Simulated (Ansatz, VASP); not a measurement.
**Two plane-wave programs on MgI2**

INCAR

```
SYSTEM = MgI2
ALGO = Normal
EDIFF = 1E-7
ENCUT = 520
GGA = PE
ISIF = 2
ISMEAR = 0
LASPH = .True.
LCHARG = .False.
LREAL = .False.
LWAVE = .False.
NBANDS = 15
NELM = 80
PREC = Accurate
SIGMA = 0.05
```

KPOINTS

```
k-points
0
Gamma
  6 6 4
  0 0 0
```

Contents of POSCAR:

```
MgI2
1.0
    4.1537001214      0.0000000000      0.0000000000
   -2.0768500607      3.5972098248      0.0000000000
    0.0000000000      0.0000000000      6.8620000000
Mg I
1 2
Direct
    0.0000000000      0.0000000000      0.0000000000
    0.3028502906      0.6514251453      0.7797945252
    0.6361836240      0.3180918120      0.2645345252
```

Input for Ansatz:

```yaml
crystal:
  lattice:
    - [4.1537001214, 0.0, 0.0]
    - [-2.0768500607, 3.5972098248, 0.0]
    - [0.0, 0.0, 6.862]
  atoms:
    - { symbol: Mg, position: [0.0, 0.0, 0.0] }
    - { symbol: I, position: [0.3028502906, 0.6514251453, 0.7797945252] }
    - { symbol: I, position: [0.636183624, 0.318091812, 0.2645345252] }
basis:
  ecutwfc: 420
kpoints:
  mp_grid: { grid: [6, 6, 4] }
hamiltonian:
  xc: pbe
scf:
  occupations: { method: gaussian, width: 0.05 }
output:
  forces: true
  stress: true
  eigenvalues: true
```

Change from the starting cell: all I atoms moved +0.188 Å, as atom 2 towards its neighbour atom 3 (I) at 4.101 Å.

Alike in both runs: task single point; functional PBE; k mesh 6 × 6 × 4; occupations gaussian, width 0.05 eV; no spin polarisation.

|  | VASP | Ansatz |
| --- | --- | --- |
| version | VASP 6.6.1 | Ansatz 0.2.0 |
| potentials or method | VASP PAW PBE potentials, release 64 (Mg, I), cutoff 520 eV | scalar-relativistic, plane waves, PAW |
| valence electrons in the cell | 16 | 44 |

|  | VASP | Ansatz | Ansatz less VASP |
| --- | --- | --- | --- |
| gap on the k mesh at the Fermi level (eV) | 3.27 | 3.29 | +0.017 |
| least direct gap on the mesh (eV) | 3.42 | 3.43 | +0.016 |
| pressure (GPa) | 1.5 | 1.6 | +0.05 |
| traceless stress, the component that is largest in VASP (GPa) | -0.25 | -0.25 | +0.001 |
| rms of the force components (eV/Å) | 0.374 | 0.375 | +0.0003 |

Atom by atom the forces differ by 0.004 eV/Å (rms over components). With one functional, cell and mesh, what is left measures potentials, basis and numerics. VASP's potentials hold 16 valence electrons a cell and Ansatz's 44, so a difference there can come from the potentials and not from the codes.

Spin-orbit coupling is off throughout.
